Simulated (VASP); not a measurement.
# CaF2 (Fm-3m) in VASP: a series of runs, part 2 of 2

VASP 6.6.1.

**5. Single point, PBE**

Input file INCAR:

```
PREC = Accurate ; ENCUT = 600
EDIFF = 1E-6 ; ISMEAR = 0
SIGMA = 0.01 ; LREAL = False
LASPH = True ; NELM = 120
ALGO = Normal ; ISIF = 2
LWAVE = False ; LCHARG = False
GGA = PE ; NBANDS = 19
GGA_COMPAT = False
```

Input file KPOINTS:

```
regular mesh
0
Gamma
  8 8 8
```

Input file POSCAR:

```
CaF2
1.0
    0.0000000000      2.7195928259      2.7195928259
    2.7195928259      0.0000000000      2.7195928259
    2.7195928259      2.7195928259      0.0000000000
Ca F
1 2
Direct
    0.0000000000      0.0000000000      0.0000000000
    0.7500000000      0.7500000000      0.7500000000
    0.2500000000      0.2500000000      0.2500000000
```

Potentials or basis: VASP PAW PBE potentials, release 64 (Ca_sv, F).

Started as:

```bash
> cat potpaw_PBE.64/Ca_sv/POTCAR potpaw_PBE.64/F/POTCAR > POTCAR
> mpirun -np 1 vasp_std > vasp.out
```

OUTCAR:

```text
PREC = Accurate
   ENCUT = 600
   EDIFF = 1E-6
   ISMEAR = 0
   LREAL = False
   LASPH = True
   NELM = 120
   ISIF = 2
   GGA = PE

 ion  position               nearest neighbor table
   1  0.000  0.000  0.000-   2 2.36   2 2.36   2 2.36   2 2.36   3 2.36   3 2.36   3 2.36   3 2.36

   2  0.750  0.750  0.750-   1 2.36   1 2.36   1 2.36   1 2.36
   3  0.250  0.250  0.250-   1 2.36   1 2.36   1 2.36   1 2.36

  LATTYP: Found a face centered cubic cell.
 ALAT       =     5.4391856518

  Lattice vectors:

 A1 = (   0.0000000000,   2.7195928259,   2.7195928259)
 A2 = (   2.7195928259,   0.0000000000,   2.7195928259)
 A3 = (   2.7195928259,   2.7195928259,   0.0000000000)

Analysis of symmetry for initial positions (statically):
=====================================================================
 Subroutine PRICEL returns:
 Original cell was already a primitive cell.

 Routine SETGRP: Setting up the symmetry group for a
 face centered cubic supercell.

 Subroutine GETGRP returns: Found 48 space group operations
 (whereof 48 operations were pure point group operations)
 out of a pool of 48 trial point group operations.
[... 164 lines left out ...]

 E-fermi :  -0.7838     XC(G=0):  -9.6938

 val. band max:       -0.9041438346   @ k =   0.5000   0.5000   0.0000
 cond. band min:       6.4509713061   @ k =   0.0000   0.0000   0.0000
 fundamental gap:      7.3551151407
 Fermi energy:        -0.7837934684

 k-point     1 :       0.0000    0.0000    0.0000
  band No.  band energies     occupation
      1     -36.8675      2.00000
      2     -20.8699      2.00000
      3     -20.0789      2.00000
      4     -17.8067      2.00000
      5     -17.8067      2.00000
      6     -17.8067      2.00000
[... 505 lines left out ...]
      6     -17.3892      2.00000
[... 11 lines left out ...]
     18      11.7051      0.00000
     19      13.4432      0.00000

 [... further k-points ...]

------------------------ aborting loop because EDIFF is reached ----------------------------------------

  FORCE on cell =-STRESS in cart. coord.  units (eV):
  Direction    XX          YY          ZZ          XY          YZ          ZX
  --------------------------------------------------------------------------------------
  -------------------------------------------------------------------------------------
  Total        0.8990094      0.8990094      0.8990094      0.0000000      0.0000000     -0.0000000
  in kB       35.8041346     35.8041346     35.8041346      0.0000000      0.0000000     -0.0000000
  external PRESSURE =      35.8041346 kB  Pullay stress =       0.0000000 kB

 VOLUME and BASIS-vectors are now :
 -----------------------------------------------------------------------------
  energy-cutoff  :      600.00
  volume of cell :       40.23
      direct lattice vectors                 reciprocal lattice vectors
     0.000000000  2.719592826  2.719592826    -0.183851051  0.183851051  0.183851051
     2.719592826  0.000000000  2.719592826     0.183851051 -0.183851051  0.183851051
     2.719592826  2.719592826  0.000000000     0.183851051  0.183851051 -0.183851051

 POSITION                                       TOTAL-FORCE (eV/Angst)
 -----------------------------------------------------------------------------------
      0.00000      0.00000      0.00000         0.000000      0.000000     -0.000000
      4.07939      4.07939      4.07939         0.000000      0.000000     -0.000000
      1.35980      1.35980      1.35980        -0.000000     -0.000000      0.000000
 -----------------------------------------------------------------------------------
    total drift:                                0.000000     -0.000000      0.000000

  FREE ENERGIE OF THE ION-ELECTRON SYSTEM (eV)
  ---------------------------------------------------
  free  energy   TOTEN  =       -17.3227433620 eV

  energy  without entropy=      -17.3227433620  energy(sigma->0) =      -17.32274336
```

OSZICAR:

```text
N       E                     dE             d eps       ncg     rms          rms(c)
DAV:   1     0.231776486119E+03    0.23178E+03   -0.14829E+04  1102   0.144E+03
DAV:   2    -0.584269603833E+01   -0.23762E+03   -0.22987E+03  1274   0.369E+02
DAV:   3    -0.182166286120E+02   -0.12374E+02   -0.12314E+02  1276   0.888E+01
DAV:   4    -0.186184634376E+02   -0.40183E+00   -0.40103E+00  1705   0.127E+01
DAV:   5    -0.186213938972E+02   -0.29305E-02   -0.29303E-02  1247   0.121E+00    0.800E+00
DAV:   6    -0.173017312072E+02    0.13197E+01   -0.54479E+00  1189   0.161E+01    0.299E+00
DAV:   7    -0.173004752758E+02    0.12559E-02   -0.12082E-01  1274   0.344E+00    0.172E+00
DAV:   8    -0.173197810518E+02   -0.19306E-01   -0.41106E-02  1197   0.220E+00    0.231E-01
DAV:   9    -0.173218748529E+02   -0.20938E-02   -0.74281E-03  1323   0.655E-01    0.130E-01
DAV:  10    -0.173227286859E+02   -0.85383E-03   -0.18067E-03  1148   0.335E-01    0.244E-02
DAV:  11    -0.173227435759E+02   -0.14890E-04   -0.15556E-04  1288   0.995E-02    0.156E-02
DAV:  12    -0.173227431848E+02    0.39113E-06   -0.20157E-05  1334   0.455E-02    0.257E-03
DAV:  13    -0.173227433620E+02   -0.17716E-06   -0.39503E-06  1232   0.171E-02
   1 F= -.17322743E+02 E0= -.17322743E+02  d E =-.412239E-67
```

Run time: 22 s. Hardware: 1 thread of Intel Xeon Platinum 8259CL at 2.50GHz (Skylake/Cascade Lake), shared host; peak memory 0.19 GiB.

What came out:

```yaml
Free_energy: -17.3227 eV
Pressure: 3.6 GPa
Band_gap_on_the_k_mesh: 7.36 eV (least direct gap 7.61 eV)
```

Caveat: the cell stands under pressure. A k mesh can miss the band edges.

**6. Summary**

```csv
level,k mesh,cutoff (eV),gap on the mesh (eV),pressure (GPa)
PBE,6 × 6 × 6,600,7.36,3.6
r2SCAN,6 × 6 × 6,660,8.03,0.4
PBE,8 × 8 × 8,600,7.36,3.6
```

Alike in all rows: task single point; potentials or basis VASP PAW PBE potentials, release 64 (Ca_sv, F); no spin polarisation; cell as given; smearing gaussian 0.01 eV.

On the cell as given the gap runs from 7.36 eV (PBE) to 8.03 eV (r2SCAN); the meshes differ, which moves gaps too. The pressure there spans 0.4 GPa (r2SCAN) to 3.6 GPa (PBE); a positive pressure means that this level wants a larger cell, a negative one a smaller.

Caveats: the cell stands under pressure (at least some runs); the PAW data sets were made with another functional, which shifts forces and pressure a little (at least some runs).

Total energies depend on the potentials used, so only differences within one code and one set of settings carry meaning.
